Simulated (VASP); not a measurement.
Ta, 2 atoms in the cell. Symmetry: P6_3/mmc, No. 194, hexagonal system. Conventional cell: a = 2.863 Å, b = 2.863 Å, c = 5.103 Å, α = 90.00°, β = 90.00°, γ = 120.00°. Within 3.8 Å of Ta (site symmetry -6m2) lie 12 Ta at 2.86 to 3.04 Å. This isn't the form of Ta at room conditions, which is bcc.

- Program: VASP 6.6.1
- Task: single point
- Functional: PBEsol
- Potentials or basis: VASP PAW PBE potentials, release 64 (Ta_pv)
- Cutoff: 520 eV
- k mesh: 12 × 12 × 7
- Occupations: fermi-dirac, width 0.1 eV
- Spin: no spin polarisation
- Dipole correction: no
- Further INCAR settings: ALGO = Normal; EDIFF = 1e-06; NBANDS = 18

Potentials or basis: VASP PAW PBE potentials, release 64 (Ta_pv).

The run is started by

```sh
$ cat potpaw_PBE.64/Ta_pv/POTCAR > POTCAR
$ mpirun -np 1 vasp_std > vasp.out
```

Hardware: 1 thread of Intel(R) Xeon(R) 6975P-C (Granite Rapids), with other jobs on the host.

How long does it take, and how much memory?

It took 14 s on 1 thread of Intel(R) Xeon(R) 6975P-C (Granite Rapids) (shared host), peak memory 0.18 GiB. Counts: scf iterations 12, k points 76.
